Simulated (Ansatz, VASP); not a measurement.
## One calculation of SiO2, two programs

INCAR

```
SYSTEM = SiO2
ALGO = Normal
EDIFF = 1E-6
ENCUT = 520
GGA = CA
ISIF = 2
ISMEAR = 0
LASPH = .True.
LCHARG = .False.
LREAL = .False.
LWAVE = .False.
NBANDS = 25
NELM = 100
PREC = Accurate
SIGMA = 0.05
```

The input KPOINTS:

```
k-points
0
Gamma
  6 6 8
  0 0 0
```

The input POSCAR:

```
SiO2
1.0
    4.0305000000      0.0000000000      0.0000000000
    0.0000000000      4.0305000000      0.0000000000
    0.0000000000      0.0000000000      2.9168000000
Si O
2 4
Direct
    0.5000000000      0.5000000000      0.5000000000
    0.0000000000      0.0000000000      0.0000000000
    0.6944252994      0.6944252994      0.0000000000
    0.1944252994      0.8055747006      0.5000000000
    0.3055747006      0.3055747006      0.0000000000
    0.8055747006      0.1944252994      0.5000000000
```

Input for Ansatz:

```yaml
crystal:
  lattice:
    - [4.0305, 0.0, 0.0]
    - [0.0, 4.0305, 0.0]
    - [0.0, 0.0, 2.9168]
  atoms:
    - { symbol: Si, position: [0.5, 0.5, 0.5] }
    - { symbol: Si, position: [0.0, 0.0, 0.0] }
    - { symbol: O, position: [0.6944252994, 0.6944252994, 0.0] }
    - { symbol: O, position: [0.1944252994, 0.8055747006, 0.5] }
    - { symbol: O, position: [0.3055747006, 0.3055747006, 0.0] }
    - { symbol: O, position: [0.8055747006, 0.1944252994, 0.5] }
basis:
  ecutwfc: 520.0
kpoints:
  mp_grid: { grid: [6, 6, 8] }
hamiltonian:
  xc: lda
  pseudopotentials: { kind: paw, azcp: { folder: soft_1 } }
scf:
  occupations: { method: gaussian, width: 0.05 }
output:
  forces: true
  stress: true
  eigenvalues: true
```

Alike in both runs: task single point; functional LDA; k mesh 6 × 6 × 8; occupations gaussian, width 0.05 eV; no spin polarisation.

|  | VASP | Ansatz |
| --- | --- | --- |
| version | VASP 6.6.1 | Ansatz 0.2.0 |
| potentials or method | VASP PAW LDA potentials, release 64 (Si, O), cutoff 520 eV | scalar-relativistic, plane waves, PAW |
| valence electrons in the cell | 32 | 32 |

|  | VASP | Ansatz | Ansatz less VASP |
| --- | --- | --- | --- |
| gap on the k mesh at the Fermi level (eV) | 4.78 | 4.78 | -0.001 |
| least direct gap on the mesh (eV) | 4.78 | 4.78 | -0.001 |
| pressure (GPa) | -10.6 | -11.6 | -0.96 |
| traceless stress, the component that is largest in VASP (GPa) | -32.33 | -32.38 | -0.042 |
| rms of the force components (eV/Å) | 0.242 | 0.251 | +0.0085 |

Ansatz warns that its potentials were made for another functional, while VASP's fit it. LDA's correlation is that of Perdew and Zunger in VASP and of Perdew and Wang (1992) in Ansatz. Atom by atom the forces differ by 0.009 eV/Å (rms over components).
